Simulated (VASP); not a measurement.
Runs of VASP 6.6.1 on Si4Hg. The structure is that of space group Im-3m (No. 229), or close to it. The cells are those of the table. 

```csv
task,cell,k mesh,cutoff (eV),gap on the mesh (eV),pressure (GPa),relaxed volume (Å³/atom)
relaxation of cell and atoms,"relaxed from a = 4.783 Å, angles 109.5°, 5 atoms",4 × 4 × 4,600,none,0.1,22.08
relaxation of cell and atoms,"relaxed from a = 5.223 Å, angles 109.5°, 5 atoms",10 × 10 × 10,600,none,0.0,22.29
single point,"a = 5.243 Å, angles 109.5°, 5 atoms",10 × 10 × 10,520,none,(a),-
single point,"a = 5.223 Å, angles 109.5°, 5 atoms",4 × 4 × 4,520,none,0.5,-
```

Alike in all rows: level PBE; potentials or basis VASP PAW PBE potentials, release 64 (Si, Hg); no spin polarisation; smearing gaussian 0.1 eV.

Q: Estimate the missing entries.

A: (a) 0.2.

Caveats: some runs use coarse meshes; spin-orbit coupling is left out, which moves the levels of the heavy elements; the volume moved by over 15 % at a fixed basis, so the end points are rough (some runs).

A k mesh can miss the band edges, and the runs leave out spin-orbit coupling on Hg.

A gap of «none» marks levels without a gap at the run's occupations.
